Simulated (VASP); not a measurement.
Input of a VASP 6.6.1 run:

File POSCAR:

```
SrVO3
1.0
    3.8398620000      0.0000000000      0.0000000000
    0.0000000000      3.8398620000      0.0000000000
    0.0000000000      0.0000000000      3.8398620000
Sr V O
1 1 3
Direct
    0.5000000000      0.5000000000      0.5000000000
    0.0000000000      0.0000000000      0.0000000000
    0.5000000000      0.0000000000      0.0000000000
    0.0000000000      0.5000000000      0.0000000000
    0.0000000000      0.0000000000      0.5000000000
```

File INCAR.step1:

```
ALGO     = Normal         # electronic algorithm
EDIFF    = 1E-4           # SCF threshold, eV
ENCUT    = 520            # plane-wave cutoff, eV
GGA      = PE             # functional
ISMEAR   = -5             # smearing method
LASPH    = True           # aspherical terms in the spheres
LCHARG   = False          # write CHGCAR
LDAU     = True           # DFT+U
LDAUJ    = 0 0.91 0     
LDAUL    = -1 2 -1        # shell
LDAUTYPE = 1            
LDAUU    = 0 2.47 0       # U, eV
LMAXMIX  = 4              # l up to which the mixer works
LREAL    = False          # projectors in reciprocal space
LWAVE    = True           # write WAVECAR
NBANDS   = 28             # bands
NELM     = 150            # most SCF steps
PREC     = Accurate       # precision mode
SIGMA    = 0.1            # smearing width, eV
```

Contents of INCAR.step2:

```
ALGO     = Normal         # electronic algorithm
EDIFF    = 1E-6           # SCF threshold, eV
ENCUT    = 520            # plane-wave cutoff, eV
ISIF     = 2              # what is computed and relaxed
ISMEAR   = -1             # smearing method
ISTART   = 1            
LASPH    = True           # aspherical terms in the spheres
LCHARG   = False          # write CHGCAR
LDAU     = True           # DFT+U
LDAUJ    = 0 0.91 0     
LDAUL    = -1 2 -1        # shell
LDAUPRINT= 1            
LDAUTYPE = 1            
LDAUU    = 0 2.47 0       # U, eV
LMAXMIX  = 4              # l up to which the mixer works
LMIXTAU  = True         
LORBIT   = 11             # projections on sites
LREAL    = False          # projectors in reciprocal space
LWAVE    = False          # write WAVECAR
METAGGA  = R2SCAN         # meta-GGA
NBANDS   = 28             # bands
NELM     = 150            # most SCF steps
PREC     = Accurate       # precision mode
SIGMA    = 0.1            # smearing width, eV
```

Contents of KPOINTS:

```
k-points
0
Gamma
  9 9 9
```

Potentials or basis: VASP PAW PBE potentials, release 64 (Sr_sv, V_sv, O).

Command:

```bash
$ cat potpaw_PBE.64/Sr_sv/POTCAR potpaw_PBE.64/V_sv/POTCAR potpaw_PBE.64/O/POTCAR > POTCAR
$ cp INCAR.step1 INCAR
$ mpirun -np 1 vasp_std > vasp.out
$ cp INCAR.step2 INCAR
$ mpirun -np 1 vasp_std > vasp.out
```

Question: Estimate the band gap on the k mesh.

Answer: Zero (an odd number of electrons rules out a gap without spin polarisation).

Question: What does it give for the pressure?

Answer: 0.5 GPa.

Eigenvalues of the final occupation matrices:
```tsv
site	spin	trace	eigenvalues
site 2 d	1	1.45	0.28 0.28 0.28 0.30 0.30
site 2 d	2	1.45	0.28 0.28 0.28 0.30 0.30
```

Caveat: the PAW data sets were made with another functional, which shifts forces and pressure a little; an odd number of electrons without spin polarisation forces a metal; a magnetic or distorted state may lie lower; the run has no spin polarisation, though such a crystal can be magnetic; U without spin polarisation on a metal has little footing.
